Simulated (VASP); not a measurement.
# In (Im-3m) in VASP: further runs

The runs below take In through relaxation of cell and atoms, single point, with PBE.

Everything below comes from runs of VASP 6.6.1. Logs are shortened: lines on timing, memory, paths and dates and some standing lists are left out, and cuts for length are marked.

## 1. The cell of the first run

The structure is cubic, space group Im-3m (No. 229). The conventional cell has a = 3.739 Å, b = 3.739 Å, c = 3.739 Å, α = 90.00°, β = 90.00°, γ = 90.00°. In (site symmetry m-3m) has 14 In at 3.24 to 3.74 Å within 4.3 Å.

## 2. Relaxation of cell and atoms, PBE

The input, INCAR:

```
SYSTEM = In
ALGO     = Normal         ! electronic algorithm
EDIFF    = 1E-7           ! SCF threshold, eV
EDIFFG   = -0.01          ! ionic threshold
ENCUT    = 600            ! plane-wave cutoff, eV
GGA      = PE             ! functional
IBRION   = 2              ! ionic algorithm
ISIF     = 3              ! what is computed and relaxed
ISMEAR   = -1             ! smearing method
LASPH    = .True.         ! aspherical terms in the spheres
LCHARG   = .False.        ! write CHGCAR
LREAL    = .False.        ! projectors in reciprocal space
LWAVE    = .False.        ! write WAVECAR
NELM     = 60             ! most SCF steps
NSW      = 80             ! ionic steps
PREC     = Accurate       ! precision mode
SIGMA    = 0.1            ! smearing width, eV
```

The input, KPOINTS:

```
k-points
0
Gamma
  12 12 12
  0 0 0
```

The input, POSCAR:

```
In
1.0
   -1.8696844469      1.8696844469      1.8696844469
    1.8696844469     -1.8696844469      1.8696844469
    1.8696844469      1.8696844469     -1.8696844469
In
1
Direct
    0.0000000000      0.0000000000      0.0000000000
```

Potentials or basis: VASP PAW PBE potentials, release 64 (In_d).

Run with:

```bash
cat potpaw_PBE.64/In_d/POTCAR > POTCAR
mpirun -np 1 vasp_std > vasp.out
```

OUTCAR:

```text
SYSTEM = In
   EDIFF = 1E-7
   EDIFFG = -0.01
   ENCUT = 600
   GGA = PE
   IBRION = 2
   ISIF = 3
   ISMEAR = -1
   LASPH = .True.
   LREAL = .False.
   NELM = 60
   NSW = 80
   PREC = Accurate

 ion  position               nearest neighbor table
   1  0.000  0.000  0.000-

  LATTYP: Found a body centered cubic cell.
 ALAT       =     3.7393688938

  Lattice vectors:

 A1 = (  -1.8696844469,   1.8696844469,   1.8696844469)
 A2 = (   1.8696844469,  -1.8696844469,   1.8696844469)
 A3 = (   1.8696844469,   1.8696844469,  -1.8696844469)

Analysis of symmetry for initial positions (statically):
=====================================================================
 Subroutine PRICEL returns:
 Original cell was already a primitive cell.

 Routine SETGRP: Setting up the symmetry group for a
 body centered cubic supercell.

 Subroutine GETGRP returns: Found 48 space group operations
 (whereof 48 operations were pure point group operations)
 out of a pool of 48 trial point group operations.

The static configuration has the point symmetry O_h .

Analysis of symmetry for dynamics (positions and initial velocities):
=====================================================================
 Subroutine PRICEL returns:
 Original cell was already a primitive cell.

 Routine SETGRP: Setting up the symmetry group for a
 body centered cubic supercell.

 Subroutine GETGRP returns: Found 48 space group operations
 (whereof 48 operations were pure point group operations)
 out of a pool of 48 trial point group operations.

The dynamic configuration has the point symmetry O_h .

 Subroutine INISYM returns: Found 48 space group operations
 (whereof 48 operations are pure point group operations),
 and found     1 'primitive' translations

----------------------------------------------------------------------------------------

                                     Primitive cell

  volume of cell :      26.1436

  direct lattice vectors                    reciprocal lattice vectors
    -1.869684447  1.869684447  1.869684447     0.000000000  0.267424806  0.267424806
     1.869684447 -1.869684447  1.869684447     0.267424806  0.000000000  0.267424806
     1.869684447  1.869684447 -1.869684447     0.267424806  0.267424806  0.000000000

  length of vectors
     3.238388456  3.238388456  3.238388456     0.378195787  0.378195787  0.378195787

  position of ions in fractional coordinates (direct lattice)
     0.000000000  0.000000000  0.000000000

  ion indices of the primitive-cell ions
   primitive index   ion index
                 1           1

[... 59 lines left out ...]
   NGX,Y,Z   is equivalent  to a cutoff of  14.37, 14.37, 14.37 a.u.
   NGXF,Y,Z  is equivalent  to a cutoff of  28.75, 28.75, 28.75 a.u.
 SYSTEM =  In
   PREC   = accura    normal or accurate (medium, high low for compatibility)
   ISTART =      0    job   : 0-new  1-cont  2-samecut
   ICHARG =      2    charge: 1-file 2-atom 10-const
   ISPIN  =      1    spin polarized calculation?
   LNONCOLLINEAR =      F non collinear calculations
   LSORBIT =      F    spin-orbit coupling
   LASPH  =      T    aspherical Exc in radial PAW
   ENCUT  =  600.0 eV  44.10 Ry    6.64 a.u.   6.47  6.47  6.47*2*pi/ulx,y,z
   NELM   =     60;   NELMIN=  2; NELMDL= -5     # of ELM steps
   EDIFF  = 0.1E-06   stopping-criterion for ELM
   LREAL  =      F    real-space projection
   EDIFFG = -.1E-01   stopping-criterion for IOM
   NSW    =     80    number of steps for IOM
   IBRION =      2    ionic relax: 0-MD 1-quasi-New 2-CG
   NFREE  =      1    steps in history (QN), initial steepest desc. (CG)
   ISIF   =      3    stress and relaxation
   ISYM   =      2    0-nonsym 1-usesym 2-fastsym
   POTIM  = 0.5000    time-step for ionic-motion
   TEBEG  =    0.0;   TEEND  =   0.0 temperature during run
   PSTRESS=    0.0 pullay stress
   NELECT =      13.0000    total number of electrons
   NUPDOWN=      -1.0000    fix difference up-down
   EMIN   =  10.00;   EMAX   =-10.00  energy-range for DOS
   EFERMI =   0.00;   METHOD = LEGACY
   ISMEAR =    -1;   SIGMA  =   0.10  broadening in eV -4-tet -1-fermi 0-gaus
   EFERMI_NEDOS =   21; number of points for ismear=-14 and -15
   IALGO  =     38    algorithm
   IMIX   =      4    mixing-type and parameters
     AMIX     =   0.40;   BMIX     =  1.00
     AMIX_MAG =   1.60;   BMIX_MAG =  1.00
  volume/ion in A,a.u.               =      26.14       176.43
  Fermi-wavevector in a.u.,A,eV,Ry     =   1.296983  2.450943 22.887245  1.682165
  Thomas-Fermi vector in A             =   2.428405
   LORBIT       =      0    0 simple, 1 ext, 2 COOP (PROOUT), +10 PAW based schemes
   GGA     = PE    functional components
   LHFCALC =     F    Hartree Fock is set to
   AEXX    =    0.0000 exact exchange contribution
   IVDW    =     0    specifies the selected vdW correction
   LEPSILON=     F    determine dielectric tensor
   LRPA    =     F    only Hartree local field effects (RPA)
 conjugate gradient relaxation of ions
 non-spin polarized calculation
  energy-cutoff  :      600.00
  volume of cell :       26.14
 maximum number of plane-waves:       911
 NGX is ok and might be reduce to    28
   NGX = 13   NGY = 13   NGZ = 13

--------------------------------------- Ionic step        1  -------------------------------------------

 number of electron      12.9999996 magnetization

 Free energy of the ion-electron system (eV)
  ---------------------------------------------------
  ext. energy  EPLUGINS =         0.00000000
  ---------------------------------------------------
  free energy    TOTEN  =        -2.54151131 eV

  energy without entropy =       -2.52527083  energy(sigma->0) =       -2.53339107

 E-fermi :   7.5438     XC(G=0): -10.2581

 val. band max:        7.5420518913   @ k =  -0.4167   0.4167   0.2500
 cond. band min:       7.6496208348   @ k =   0.2500   0.2500   0.2500
 fundamental gap:      0.1075689435
 Fermi energy:         7.5438399026

 k-point     1 :       0.0000    0.0000    0.0000
  band No.  band energies     occupation
      1      -7.1509      2.00000
      2      -7.1509      2.00000
      3      -7.1509      2.00000
      4      -6.8726      2.00000
      5      -6.8726      2.00000
      6      -2.0116      2.00000
      7      18.6600      0.00000
      8      18.6600      0.00000
      9      18.6600      0.00000
     10      20.5433      0.00000
[... 368 lines left out ...]
--------------------------------------- Ionic step        3  -------------------------------------------

 number of electron      13.0000004 magnetization

 Free energy of the ion-electron system (eV)
  ---------------------------------------------------
  ext. energy  EPLUGINS =         0.00000000
  ---------------------------------------------------
  free energy    TOTEN  =        -2.55389654 eV

  energy without entropy =       -2.53669222  energy(sigma->0) =       -2.54529438

 E-fermi :   6.8548     XC(G=0):  -9.9655

 val. band max:        6.8440875344   @ k =  -0.4167   0.4167   0.2500
 cond. band min:       7.0141734705   @ k =  -0.3333   0.4167   0.0833
 fundamental gap:      0.1700859360
 Fermi energy:         6.8548229245

 k-point     1 :       0.0000    0.0000    0.0000
  band No.  band energies     occupation
      1      -7.7729      2.00000
      2      -7.7729      2.00000
      3      -7.7729      2.00000
      4      -7.5359      2.00000
      5      -7.5359      2.00000
      6      -2.2806      2.00000
      7      17.2998      0.00000
      8      17.2998      0.00000
      9      17.2998      0.00000
     10      19.6618      0.00000
[... 327 lines left out ...]
  FREE ENERGIE OF THE ION-ELECTRON SYSTEM (eV)
  ---------------------------------------------------
  free  energy   TOTEN  =        -2.5538965427 eV

  energy  without entropy=       -2.5366922226  energy(sigma->0) =       -2.54529438

 reached required accuracy - stopping structural energy minimisation
```

OSZICAR:

```text
N       E                     dE             d eps       ncg     rms          rms(c)
DAV:   1     0.747187726304E+02    0.74719E+02   -0.70959E+03  1442   0.178E+03
DAV:   2     0.297120891581E+00   -0.74422E+02   -0.73151E+02  1452   0.303E+02
DAV:   3    -0.250490951279E+01   -0.28020E+01   -0.27927E+01  1694   0.666E+01
DAV:   4    -0.256730691407E+01   -0.62397E-01   -0.62377E-01  1902   0.101E+01
[... 23 lines left out ...]
DAV:   4    -0.255390435251E+01    0.99481E-05   -0.13393E-05  1540   0.416E-02    0.244E-02
DAV:   5    -0.255389749335E+01    0.68592E-05   -0.53844E-06  1552   0.145E-02    0.721E-03
DAV:   6    -0.255389623513E+01    0.12582E-05   -0.11363E-06  1628   0.816E-03    0.206E-03
DAV:   7    -0.255389648384E+01   -0.24871E-06   -0.47754E-08   950   0.179E-03    0.479E-04
DAV:   8    -0.255389654267E+01   -0.58833E-07   -0.73913E-09   846   0.109E-03
   3 F= -.25538965E+01 E0= -.25452944E+01  d E =-.123852E-01
```

CONTCAR:

```text
In
   1.00000000000000
    -1.9089096490229880    1.9089096490229880    1.9089096490229880
     1.9089096490229880   -1.9089096490229880    1.9089096490229880
     1.9089096490229880    1.9089096490229880   -1.9089096490229880
  In
     1
Direct
     0.0000000000000000    0.0000000000000000    0.0000000000000000

  0.00000000E+00  0.00000000E+00  0.00000000E+00
```

Run time: 21 s. Hardware: 1 thread of Intel Xeon 6975P-C (Granite Rapids), shared host; peak memory 0.18 GiB.

What came out:

| Property | Result |
| --- | --- |
| Free energy | -2.5539 eV |
| Relaxed volume | 27.82 Å³/atom |
| Relaxed cell | a = 3.306 Å, b = 3.306 Å, c = 3.306 Å, α = 109.47°, β = 109.47°, γ = 109.47° |
| Space group after relaxing (to 0.05 Å) | Im-3m (No. 229) |
| Energy gained by relaxing | 12.4 meV/atom |
| Ionic steps | 3 |
| Pressure after relaxing | 0.0 GPa |

The path:
```tsv
step	energy change (eV)	largest force (eV/Å)	pressure (GPa)	volume (Å³)
1	0.0000	0.0000	2.51	26.14
2	-0.0123	0.0000	0.12	27.73
3	-0.0124	0.0000	0.00	27.82
```

Final structure:
```
In
1.0
    -1.90891    1.90891    1.90891
     1.90891   -1.90891    1.90891
     1.90891    1.90891   -1.90891
In
1
Direct
  0.00000 0.00000 0.00000
```

Levels at points of the mesh, in eV from the Fermi level:
```
           k point  band 2  band 3  band 4  band 5  band 6  band 7  band 8  band 9  band 10
(0.00, 0.00, 0.00)  -14.63  -14.63  -14.39  -14.39   -9.14   10.44   10.44   10.44    12.81
(0.50, 0.00, 0.00)  -14.65  -14.40  -14.39  -14.24   -3.93   -2.95    5.64    7.10     9.71
(0.50, 0.50, 0.50)  -14.71  -14.28  -14.28  -14.28    0.60    1.26    1.26    1.26     5.17
```

Caveat: spin-orbit coupling is left out, which moves the levels of the heavy elements.

## 3. Single point, PBE

This run uses another cell than the first one, of 27.80 Å³/atom, 1.063 times its volume.

The input, INCAR:

```
PREC = Accurate
ENCUT = 520
EDIFF = 1E-7
ISMEAR = -1
SIGMA = 0.1
LREAL = F
LASPH = T
NELM = 80
ALGO = Normal
ISIF = 2
LWAVE = F
LCHARG = F
GGA = PE
NBANDS = 12
```

The input, KPOINTS:

```
Automatic mesh
0
Gamma
  19 19 19
```

The input, POSCAR:

```
In
1.0
   -1.9083127164      1.9083127164      1.9083127164
    1.9083127164     -1.9083127164      1.9083127164
    1.9083127164      1.9083127164     -1.9083127164
In
1
Direct
    0.0000000000      0.0000000000      0.0000000000
```

Potentials or basis: VASP PAW PBE potentials, release 64 (In_d).

Run with:

```bash
cat potpaw_PBE.64/In_d/POTCAR > POTCAR
mpirun -np 1 vasp_std > vasp.out
```

It took 26 s on 1 thread of Intel Xeon 6975P-C (Granite Rapids), shared host; peak memory 0.2 GiB.

Results (log left out):

```
Free energy : -2.5572 eV
Pressure    : -0.1 GPa
```

Levels at points of the mesh, in eV from the Fermi level:
```csv
k point,band 4,band 5,band 6,band 7,band 8,band 9
"(0.00, 0.00, 0.00)",-14.39,-14.39,-9.14,10.46,10.46,10.46
```

Caveat: spin-orbit coupling is left out, which moves the levels of the heavy elements.
